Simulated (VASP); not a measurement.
Al2Cu:

```xyz
3
Lattice="4.1052 0.0000 0.0000 0.0000 4.1052 0.0000 0.0000 0.0000 2.8913" Properties=species:S:1:pos:R:3 pbc="T T T"
Al    2.0526    0.0000    1.4457
Al    0.0000    2.0526    1.4457
Cu    0.0000    0.0000    0.0000
```

- Program: VASP 6.6.1
- Task: relaxation of cell and atoms
- Functional: LDA
- Potentials or basis: VASP PAW LDA potentials, release 64 (Al, Cu)
- Cutoff: 600 eV
- k mesh: 10 × 10 × 14
- Occupations: gaussian, width 0.1 eV
- Spin: no spin polarisation

At the start: pressure -4.8 GPa; volume 16.24 Å³/atom.

**Question.** How do energy, volume and symmetry change on relaxing?

**Answer.** Over 8 steps the energy falls by 13.4 meV/atom and the volume is 15.42 Å³/atom (-5.0 %); space group P4/mmm (No. 123, to 0.1 Å) before and after.

The path:
```csv
step,energy change (eV),largest force (eV/Å),pressure (GPa),volume (Å³)
1,0.0000,0.0000,-4.78,48.73
2,-0.0349,0.0000,2.18,45.38
3,-0.0400,0.0000,-0.05,46.23
4,-0.0400,0.0000,0.25,46.18
5,-0.0402,0.0000,-0.15,46.33
6,-0.0402,0.0000,-0.28,46.31
7,-0.0402,0.0000,-0.24,46.28
8,-0.0403,0.0000,0.03,46.27
```

Final structure:
```yaml
crystal:
  lattice:
    - [4.04543, 0.00000, 0.00000]
    - [0.00000, 4.04543, 0.00000]
    - [0.00000, 0.00000, 2.82705]
  atoms:
    - { symbol: Al, position: [0.50000, 0.00000, 0.50000] }
    - { symbol: Al, position: [0.00000, 0.50000, 0.50000] }
    - { symbol: Cu, position: [0.00000, 0.00000, 0.00000] }
```

Caveat: the highest band is partly filled, so the run has too few bands.
